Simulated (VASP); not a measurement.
Here is a VASP 6.6.1 calculation.

INCAR

```
ALGO     = Normal         # electronic algorithm
EDIFF    = 1E-6           # SCF threshold, eV
ENCUT    = 520            # plane-wave cutoff, eV
GGA      = CA             # functional
ISIF     = 2              # what is computed and relaxed
ISMEAR   = -1             # smearing method
ISPIN    = 2              # spin polarisation
LASPH    = T              # aspherical terms in the spheres
LCHARG   = F              # write CHGCAR
LMAXMIX  = 4              # l up to which the mixer works
LORBIT   = 11             # projections on sites
LREAL    = F              # projectors in reciprocal space
LWAVE    = F              # write WAVECAR
MAGMOM   = 3 3 3 -3       # initial moments
NBANDS   = 36             # bands
NELM     = 150            # most SCF steps
PREC     = Accurate       # precision mode
SIGMA    = 0.03           # smearing width, eV
```

File KPOINTS:

```
k-points
0
Gamma
  10 10 10
```

File POSCAR:

```
Cr
1.0
    2.7140000000      0.0000000000      0.0000000000
    0.0000000000      4.7007858918      0.0000000000
    1.3570000000      2.3503929459      4.4100000000
Cr
4
Direct
    0.8750000000      0.2083333334      0.2500000000
    0.3750000000      0.7083333334      0.2500000000
    0.1250000000      0.7916666666      0.7500000000
    0.6250000000      0.2916666666      0.7500000000
```

Potentials or basis: VASP PAW LDA potentials, release 64 (Cr_pv).

Launch:

```sh
$ cat potpaw_LDA.64/Cr_pv/POTCAR > POTCAR
$ mpirun -np 1 vasp_std > vasp.out
```

Problem. What does it give for the net moment?

Solution. 1.00 μB per cell.

Problem. Estimate the largest force.

Solution. 0.057 eV/Å.

Forces on the atoms (eV/Å):
```
Cr   0.000 -0.010  0.011
Cr   0.000 -0.010 -0.011
Cr   0.000  0.057  0.000
Cr   0.000 -0.036  0.000
```

Caveat: the cell stands under tension.
